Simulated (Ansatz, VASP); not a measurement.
One calculation of KF, two programs

The input POSCAR:

```
KF
1.0
    3.1535943818      0.0000000000      0.0000000000
    0.0000000000      3.1535943818      0.0000000000
    0.0000000000      0.0000000000      3.1535943818
K F
1 1
Direct
    0.0000000000      0.0000000000      0.0000000000
    0.5000000000      0.5000000000      0.5000000000
```

INCAR.step1

```
SYSTEM = KF
ALGO = Normal
EDIFF = 1E-4
ENCUT = 520
GGA = PE
ISMEAR = -1
LASPH = .True.
LCHARG = .False.
LREAL = .False.
LWAVE = .True.
NBANDS = 15
NELM = 60
PREC = Accurate
SIGMA = 0.03
```

Contents of INCAR.step2:

```
SYSTEM = KF
ALGO = Normal
BPARAM = 11.95
CPARAM = 0.0093
EDIFF = 1E-6
ENCUT = 520
ISIF = 2
ISMEAR = -1
ISTART = 1
IVDW_NL = 2
LASPH = .True.
LCHARG = .False.
LMIXTAU = .True.
LREAL = .False.
LUSE_VDW = .True.
LWAVE = .False.
METAGGA = R2SCAN
NBANDS = 15
NELM = 60
PREC = Accurate
SIGMA = 0.03
```

KPOINTS

```
k-points
0
Gamma
  10 10 10
  0 0 0
```

Input for Ansatz:

```yaml
crystal:
  lattice:
    - [3.1535943818, 0.0, 0.0]
    - [0.0, 3.1535943818, 0.0]
    - [0.0, 0.0, 3.1535943818]
  atoms:
    - { symbol: K, position: [0.0, 0.0, 0.0] }
    - { symbol: F, position: [0.5, 0.5, 0.5] }
kpoints:
  mp_grid: { grid: [10, 10, 10] }
  band_path:
    path: [[0.0, 0.0, 0.0], [0.0, 0.5, 0.0], [0.5, 0.5, 0.0], [0.5, 0.5, 0.5]]
    npoints: 1
hamiltonian:
  xc: r2scan
  dispersion: rvv10
scf:
  occupations: { method: fermi_dirac, width: 0.03 }
  n_extra_bands: 4
output:
  forces: true
  stress: true
  eigenvalues: true
```

Alike in both runs: task single point; functional r2SCAN; dispersion rVV10; k mesh 10 × 10 × 10; occupations fermi-dirac, width 0.03 eV; no spin polarisation.

|  | VASP | Ansatz |
| --- | --- | --- |
| version | VASP 6.6.1 | Ansatz 0.2.0 |
| potentials or method | VASP PAW PBE potentials, release 64 (K_sv, F) | plane waves, PAW |
| plane-wave cutoff (eV) | 520 | 500 |
| valence electrons in the cell | 16 | 16 |

|  | VASP | Ansatz | Ansatz less VASP |
| --- | --- | --- | --- |
| gap on the k mesh at the Fermi level (eV) | 7.85 | 7.85 | -0.004 |
| pressure (GPa) | 0.0 | 0.0 | -0.03 |

VASP's potentials were made for PBE, not for r2SCAN.
